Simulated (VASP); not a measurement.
# CdF2 (R-3m) in VASP: notebook, part 2 of 3

VASP 6.6.1. The steps go on from the part before.

## (3) Single point, PBE

This run uses another cell than the first one, of the same volume but with other edges.

Contents of INCAR:

```
SYSTEM = CdF2
ALGO = Normal ; EDIFF = 1E-6
ENCUT = 520 ; GGA = PE
ISIF = 2 ; ISMEAR = 0
LASPH = .True. ; LCHARG = .True.
LELF = .True. ; LREAL = .False.
LVHAR = .True. ; LWAVE = .False.
NBANDS = 20 ; NELM = 60
PREC = Accurate ; SIGMA = 0.05
```

Contents of KPOINTS:

```
k-points
0
Gamma
  8 8 8
  0 0 0
```

Contents of POSCAR:

```
CdF2
1.0
    0.3380201416      2.8731712034      2.8731712034
    2.8731712034      0.3380201416      2.8731712034
    2.8731712034      2.8731712034      0.3380201416
Cd F
1 2
Direct
    0.0000000000      0.0000000000      0.0000000000
    0.2500000000      0.2500000000      0.2500000000
    0.7500000000      0.7500000000      0.7500000000
```

Potentials or basis: VASP PAW PBE potentials, release 64 (Cd, F).

Launch:

```
cat potpaw_PBE.64/Cd/POTCAR potpaw_PBE.64/F/POTCAR > POTCAR
mpirun -np 1 vasp_std > vasp.out
```

OUTCAR:

```text
SYSTEM = CdF2
   EDIFF = 1E-6
   ENCUT = 520
   GGA = PE
   ISIF = 2
   ISMEAR = 0
   LASPH = .True.
   LREAL = .False.
   NELM = 60
   PREC = Accurate

 ion  position               nearest neighbor table
   1  0.000  0.000  0.000-   3 2.25   3 2.25   3 2.25   2 2.25   2 2.25   2 2.25   3 2.63   2 2.63

   2  0.250  0.250  0.250-   1 2.25   1 2.25   1 2.25   1 2.63
   3  0.750  0.750  0.750-   1 2.25   1 2.25   1 2.25   1 2.63

  LATTYP: Found a trigonal (rhomboedric) cell.
 ALAT       =     4.0773132262
 COS(alpha) =     0.6134020619

  Lattice vectors:

 A1 = (   0.3380201416,   2.8731712034,   2.8731712034)
 A2 = (   2.8731712034,   0.3380201416,   2.8731712034)
 A3 = (   2.8731712034,   2.8731712034,   0.3380201416)

Analysis of symmetry for initial positions (statically):
=====================================================================
 Subroutine PRICEL returns:
 Original cell was already a primitive cell.

 Routine SETGRP: Setting up the symmetry group for a
 trigonal (rhombohedral) supercell.

 Subroutine GETGRP returns: Found 12 space group operations
 (whereof 12 operations were pure point group operations)
 out of a pool of 12 trial point group operations.

The static configuration has the point symmetry D_3d.

Analysis of symmetry for dynamics (positions and initial velocities):
=====================================================================
 Subroutine PRICEL returns:
 Original cell was already a primitive cell.

 Routine SETGRP: Setting up the symmetry group for a
 trigonal (rhombohedral) supercell.

 Subroutine GETGRP returns: Found 12 space group operations
 (whereof 12 operations were pure point group operations)
 out of a pool of 12 trial point group operations.

The dynamic configuration has the point symmetry D_3d.

 Subroutine INISYM returns: Found 12 space group operations
 (whereof 12 operations are pure point group operations),
 and found     1 'primitive' translations

----------------------------------------------------------------------------------------

                                     Primitive cell

  volume of cell :      39.1041

  direct lattice vectors                    reciprocal lattice vectors
     0.338020142  2.873171203  2.873171203    -0.208183956  0.186269856  0.186269856
     2.873171203  0.338020142  2.873171203     0.186269856 -0.208183956  0.186269856
     2.873171203  2.873171203  0.338020142     0.186269856  0.186269856 -0.208183956

  length of vectors
     4.077313226  4.077313226  4.077313226     0.335758064  0.335758064  0.335758064

  position of ions in fractional coordinates (direct lattice)
     0.000000000  0.000000000  0.000000000
     0.250000000  0.250000000  0.250000000
     0.750000000  0.750000000  0.750000000

  ion indices of the primitive-cell ions
   primitive index   ion index
                 1           1
                 2           2
                 3           3

----------------------------------------------------------------------------------------

 KPOINTS: k-points

Automatic generation of k-mesh.
 Grid dimensions read from file:
 generate k-points for:    8    8    8

 Generating k-lattice:

  Cartesian coordinates                     Fractional coordinates (reciprocal lattice)
    -0.026022995  0.023283732  0.023283732     0.125000000  0.000000000  0.000000000
     0.023283732 -0.026022995  0.023283732     0.000000000  0.125000000  0.000000000
     0.023283732  0.023283732 -0.026022995     0.000000000  0.000000000  0.125000000

  Length of vectors
     0.041969758  0.041969758  0.041969758

  Shift w.r.t. Gamma in fractional coordinates (k-lattice)
     0.000000000  0.000000000  0.000000000

 Subroutine IBZKPT returns following result:
 ===========================================

 Found     65 irreducible k-points:

 Following reciprocal coordinates:
            Coordinates               Weight
  0.000000  0.000000  0.000000      1.000000
  0.125000  0.000000  0.000000      6.000000
  0.250000  0.000000  0.000000      6.000000
  0.375000  0.000000  0.000000      6.000000
  0.500000  0.000000  0.000000      3.000000
  0.125000  0.125000  0.000000      6.000000
[... 16 lines left out ...]
  0.250000  0.125000  0.125000      6.000000
  0.375000  0.125000  0.125000      6.000000
 [... further k-points ...]
   k-points           NKPTS =     65   k-points in BZ     NKDIM =     65   number of bands    NBANDS=     20
   number of dos      NEDOS =    301   number of ions     NIONS =      3
   total plane-waves  NPLWV =  27000
   dimension x,y,z NGX =    30 NGY =   30 NGZ =   30
   dimension x,y,z NGXF=    60 NGYF=   60 NGZF=   60
   ions per type =               1   2
   NGX,Y,Z   is equivalent  to a cutoff of  12.23, 12.23, 12.23 a.u.
   NGXF,Y,Z  is equivalent  to a cutoff of  24.46, 24.46, 24.46 a.u.
 SYSTEM =  CdF2
   PREC   = accura    normal or accurate (medium, high low for compatibility)
   ISTART =      0    job   : 0-new  1-cont  2-samecut
   ICHARG =      2    charge: 1-file 2-atom 10-const
   ISPIN  =      1    spin polarized calculation?
   LNONCOLLINEAR =      F non collinear calculations
   LSORBIT =      F    spin-orbit coupling
   LASPH  =      T    aspherical Exc in radial PAW
   ENCUT  =  520.0 eV  38.22 Ry    6.18 a.u.   7.58  7.58  7.58*2*pi/ulx,y,z
   NELM   =     60;   NELMIN=  2; NELMDL= -5     # of ELM steps
   EDIFF  = 0.1E-05   stopping-criterion for ELM
   LREAL  =      F    real-space projection
   EDIFFG = 0.1E-04   stopping-criterion for IOM
   NSW    =      0    number of steps for IOM
   IBRION =     -1    ionic relax: 0-MD 1-quasi-New 2-CG
   NFREE  =      0    steps in history (QN), initial steepest desc. (CG)
   ISIF   =      2    stress and relaxation
   ISYM   =      2    0-nonsym 1-usesym 2-fastsym
   POTIM  = 0.5000    time-step for ionic-motion
   TEBEG  =    0.0;   TEEND  =   0.0 temperature during run
   PSTRESS=    0.0 pullay stress
   NELECT =      26.0000    total number of electrons
   NUPDOWN=      -1.0000    fix difference up-down
   EMIN   =  10.00;   EMAX   =-10.00  energy-range for DOS
   EFERMI =   0.00;   METHOD = LEGACY
   ISMEAR =     0;   SIGMA  =   0.05  broadening in eV -4-tet -1-fermi 0-gaus
   EFERMI_NEDOS =   21; number of points for ismear=-14 and -15
   IALGO  =     38    algorithm
   IMIX   =      4    mixing-type and parameters
     AMIX     =   0.40;   BMIX     =  1.00
     AMIX_MAG =   1.60;   BMIX_MAG =  1.00
  volume/ion in A,a.u.               =      13.03        87.96
  Fermi-wavevector in a.u.,A,eV,Ry     =   1.428867  2.700166 27.778468  2.041660
  Thomas-Fermi vector in A             =   2.548882
   LORBIT       =      0    0 simple, 1 ext, 2 COOP (PROOUT), +10 PAW based schemes
   GGA     = PE    functional components
   LHFCALC =     F    Hartree Fock is set to
   AEXX    =    0.0000 exact exchange contribution
   IVDW    =     0    specifies the selected vdW correction
   LEPSILON=     F    determine dielectric tensor
   LRPA    =     F    only Hartree local field effects (RPA)
 non-spin polarized calculation
 Gauss-broadening in eV      SIGMA  =   0.05
  energy-cutoff  :      520.00
  volume of cell :       39.10
 maximum number of plane-waves:      1067
   NGX = 15   NGY = 15   NGZ = 15

 number of electron      26.0000015 magnetization

 Free energy of the ion-electron system (eV)
  ---------------------------------------------------
  ext. energy  EPLUGINS =         0.00000000
  ---------------------------------------------------
  free energy    TOTEN  =       -10.72920879 eV

  energy without entropy =      -10.72920879  energy(sigma->0) =      -10.72920879

 E-fermi :  -1.0158     XC(G=0): -10.3924

 val. band max:       -1.2445950120   @ k =   0.5000   0.5000   0.0000
 cond. band min:       1.9051816047   @ k =   0.0000   0.0000   0.0000
 fundamental gap:      3.1497766167
 Fermi energy:        -1.0157583654

 k-point     1 :       0.0000    0.0000    0.0000
  band No.  band energies     occupation
      1     -22.2112      2.00000
      2     -21.1556      2.00000
      3      -7.0580      2.00000
      4      -7.0580      2.00000
      5      -6.8634      2.00000
      6      -5.6987      2.00000
[... 12 lines left out ...]
     19      18.8857      0.00000
[... 513 lines left out ...]
      4      -6.7281      2.00000
      5      -6.1355      2.00000
      6      -5.7908      2.00000
[... 12 lines left out ...]
     19      17.7959      0.00000
     20      18.3323      0.00000

 [... further k-points ...]

------------------------ aborting loop because EDIFF is reached ----------------------------------------

  FORCE on cell =-STRESS in cart. coord.  units (eV):
  Direction    XX          YY          ZZ          XY          YZ          ZX
  --------------------------------------------------------------------------------------
  -------------------------------------------------------------------------------------
  Total        2.4329527      2.4329527      2.4329527     -0.6328854     -0.6328854     -0.6328854
  in kB       99.6830880     99.6830880     99.6830880    -25.9306186    -25.9306186    -25.9306186
  external PRESSURE =      99.6830880 kB  Pullay stress =       0.0000000 kB

 VOLUME and BASIS-vectors are now :
 -----------------------------------------------------------------------------
  energy-cutoff  :      520.00
  volume of cell :       39.10
      direct lattice vectors                 reciprocal lattice vectors
     0.338020142  2.873171203  2.873171203    -0.208183956  0.186269856  0.186269856
     2.873171203  0.338020142  2.873171203     0.186269856 -0.208183956  0.186269856
     2.873171203  2.873171203  0.338020142     0.186269856  0.186269856 -0.208183956

 POSITION                                       TOTAL-FORCE (eV/Angst)
 -----------------------------------------------------------------------------------
      0.00000      0.00000      0.00000         0.000000     -0.000000      0.000000
      1.52109      1.52109      1.52109        -0.228783     -0.228783     -0.228783
      4.56327      4.56327      4.56327         0.228783      0.228783      0.228783
 -----------------------------------------------------------------------------------
    total drift:                                0.000000     -0.000000      0.000000

  FREE ENERGIE OF THE ION-ELECTRON SYSTEM (eV)
  ---------------------------------------------------
  free  energy   TOTEN  =       -10.7292087881 eV

  energy  without entropy=      -10.7292087881  energy(sigma->0) =      -10.72920879
```

OSZICAR:

```text
N       E                     dE             d eps       ncg     rms          rms(c)
DAV:   1     0.197616713265E+03    0.19762E+03   -0.15660E+04  2704   0.133E+03
DAV:   2    -0.396486786110E+01   -0.20158E+03   -0.19353E+03  2832   0.345E+02
DAV:   3    -0.123830926664E+02   -0.84182E+01   -0.83963E+01  2980   0.771E+01
DAV:   4    -0.124193422275E+02   -0.36250E-01   -0.36248E-01  2744   0.521E+00
DAV:   5    -0.124194772938E+02   -0.13507E-03   -0.13507E-03  2956   0.281E-01    0.110E+01
DAV:   6    -0.106937262977E+02    0.17258E+01   -0.38938E+00  3304   0.376E+01    0.811E+00
DAV:   7    -0.107437636496E+02   -0.50037E-01   -0.93591E-01  2636   0.881E+00    0.465E+00
DAV:   8    -0.107382082169E+02    0.55554E-02   -0.14384E-01  2668   0.367E+00    0.736E-01
DAV:   9    -0.107285174065E+02    0.96908E-02   -0.37433E-02  3212   0.254E+00    0.931E-02
DAV:  10    -0.107290909085E+02   -0.57350E-03   -0.31260E-03  2664   0.611E-01    0.124E-01
DAV:  11    -0.107291865982E+02   -0.95690E-04   -0.11782E-04  2828   0.104E-01    0.350E-02
DAV:  12    -0.107292069258E+02   -0.20328E-04   -0.24161E-05  2692   0.459E-02    0.213E-02
DAV:  13    -0.107292089071E+02   -0.19813E-05   -0.62222E-06  2812   0.215E-02    0.482E-03
DAV:  14    -0.107292087881E+02    0.11903E-06   -0.65691E-07  2248   0.113E-02
   1 F= -.10729209E+02 E0= -.10729209E+02  d E =-.132454E-12
```

stdout:

```text
POSCAR found type information on POSCAR CdF
 POSCAR found :  2 types and       3 ions
 scaLAPACK will be used
 LDA part: xc-table for (Slater+PW92), standard interpolation
 POSCAR, INCAR and KPOINTS ok, starting setup
 FFT: planning ... GRIDC
 FFT: planning ... GRID_SOFT
 FFT: planning ... GRID
 WAVECAR not read
 entering main loop
```

Wall time 43 s (1 thread of Intel Xeon Platinum 8488C (Sapphire Rapids), shared host); peak memory 0.19 GiB.

Results:

```
Free energy            : -10.7292 eV
Pressure               : 10.0 GPa
Largest force          : 0.396 eV/Å
Band gap on the k mesh : 3.15 eV (least direct gap 3.43 eV)
```

Forces in eV/Å, atoms in the order of the input:
```
Cd   0.000  0.000  0.000
F   -0.229 -0.229 -0.229
F    0.229  0.229  0.229
```

Caveat: the cell stands under pressure. A k mesh can miss the band edges.

## (4) Single point, PBE

This run uses another cell than the first one, of the same volume but with other edges.

Contents of INCAR:

```
SYSTEM = CdF2
PREC = Accurate
ENCUT = 520
EDIFF = 1E-7
ISMEAR = 0
SIGMA = 0.05
LREAL = .FALSE.
LASPH = .TRUE.
NELM = 60
ALGO = Normal
ISIF = 2
LWAVE = .FALSE.
LCHARG = .FALSE.
GGA = PE
NBANDS = 20
```

Contents of KPOINTS:

```
regular mesh
0
G
  8 8 8
  0 0 0
```

Contents of POSCAR:

```
CdF2
1.0
    1.0533872689      3.3106457022      3.3106457022
    3.3106457022      1.0533872689      3.3106457022
    3.3106457022      3.3106457022      1.0533872689
Cd F
1 2
Direct
    0.0000000000      0.0000000000      0.0000000000
    0.2500000000      0.2500000000      0.2500000000
    0.7500000000      0.7500000000      0.7500000000
```

Launch:

```
cat potpaw_PBE.64/Cd/POTCAR potpaw_PBE.64/F/POTCAR > POTCAR
mpirun -np 1 vasp_std > vasp.out
```

Wall time 58 s (1 thread of Intel Xeon Platinum 8488C (Sapphire Rapids), shared host); peak memory 0.22 GiB.

It converged, with:

```yaml
Free_energy: -9.9905 eV
Pressure: 25.4 GPa
Largest_force: 1.193 eV/Å
Band_gap_on_the_k_mesh: 3.42 eV (least direct gap 3.52 eV)
```

Forces on the atoms (eV/Å):
```
Cd   0.000  0.000  0.000
F   -0.689 -0.689 -0.689
F    0.689  0.689  0.689
```

Stress tensor (GPa, compression positive):
```
25.36 -6.04 -6.04
-6.04 25.36 -6.04
-6.04 -6.04 25.36
```

Levels at points of the mesh, in eV from the valence-band top:
| k point | band 11 | band 12 | band 13 | band 14 | band 15 | band 16 |
| --- | --- | --- | --- | --- | --- | --- |
| (0.00, 0.00, 0.00) | -1.18 | -0.10 | -0.10 | 3.42 | 9.38 | 14.29 |
| (0.50, 0.00, 0.00) | -2.34 | -0.70 | -0.24 | 8.63 | 9.46 | 13.22 |
| (0.50, 0.50, 0.00) | -1.85 | -0.27 | -0.03 | 8.82 | 9.04 | 12.93 |
| (0.50, 0.50, 0.50) | -1.91 | 0.00 | 0.00 | 5.14 | 7.73 | 17.05 |

Caveat: the cell stands under pressure; forces of over 1 eV/Å act on the atoms, so gaps and moduli don't describe the material at rest.

## (5) Single point, PBE

This run uses another cell than the first one, of the same volume but with other edges.

Contents of INCAR:

```
PREC     = Accurate       # precision mode
ENCUT    = 520            # plane-wave cutoff, eV
EDIFF    = 1E-6           # SCF threshold, eV
ISMEAR   = 0              # smearing method
SIGMA    = 0.05           # smearing width, eV
LREAL    = F              # projectors in reciprocal space
LASPH    = T              # aspherical terms in the spheres
NELM     = 100            # most SCF steps
ALGO     = Normal         # electronic algorithm
ISIF     = 2              # what is computed and relaxed
LWAVE    = F              # write WAVECAR
LCHARG   = F              # write CHGCAR
GGA      = PE             # functional
NBANDS   = 20             # bands
```

Contents of KPOINTS:

```
Automatic mesh
0
Gamma
  8 8 8
```

Contents of POSCAR:

```
CdF2
1.0
   -0.1287982779      2.6311648190      2.6311648190
    2.6311648190     -0.1287982779      2.6311648190
    2.6311648190      2.6311648190     -0.1287982779
Cd F
1 2
Direct
    0.0000000000      0.0000000000      0.0000000000
    0.2500000000      0.2500000000      0.2500000000
    0.7500000000      0.7500000000      0.7500000000
```

Launch:

```
cat potpaw_PBE.64/Cd/POTCAR potpaw_PBE.64/F/POTCAR > POTCAR
mpirun -np 1 vasp_std > vasp.out
```

It took 27 s on 1 thread of Intel Xeon Platinum 8488C (Sapphire Rapids), shared host; peak memory 0.18 GiB.

The run converged. Its results:

```yaml
Free_energy: -10.8269 eV
Pressure: 7.0 GPa
Largest_force: 0.307 eV/Å
Band_gap_on_the_k_mesh: 3.10 eV (least direct gap 3.39 eV)
```

Forces in eV/Å, atoms in the order of the input:
```
Cd   0.000  0.000  0.000
F    0.177  0.177  0.177
F   -0.177 -0.177 -0.177
```

Stress tensor (GPa, compression positive):
```
7.02 1.99 1.99
1.99 7.02 1.99
1.99 1.99 7.02
```

Levels at points of the mesh, in eV from the valence-band top:
```csv
k point,band 9,band 10,band 11,band 12,band 13,band 14,band 15,band 16,band 17,band 18
"(0.00, 0.00, 0.00)",-0.91,-0.91,-0.61,-0.61,-0.29,3.10,12.25,12.25,13.74,17.65
"(0.50, 0.00, 0.00)",-2.28,-1.89,-1.77,-0.42,-0.25,7.09,9.05,14.12,15.19,17.88
"(0.50, 0.50, 0.00)",-3.04,-2.90,-0.53,-0.18,0.00,8.04,9.64,11.94,13.83,14.76
"(0.50, 0.50, 0.50)",-2.38,-1.91,-1.91,-0.56,-0.56,7.54,9.49,14.13,14.13,17.77
```

Caveat: the cell stands under pressure.

(Part 2 of 3 ends here.)
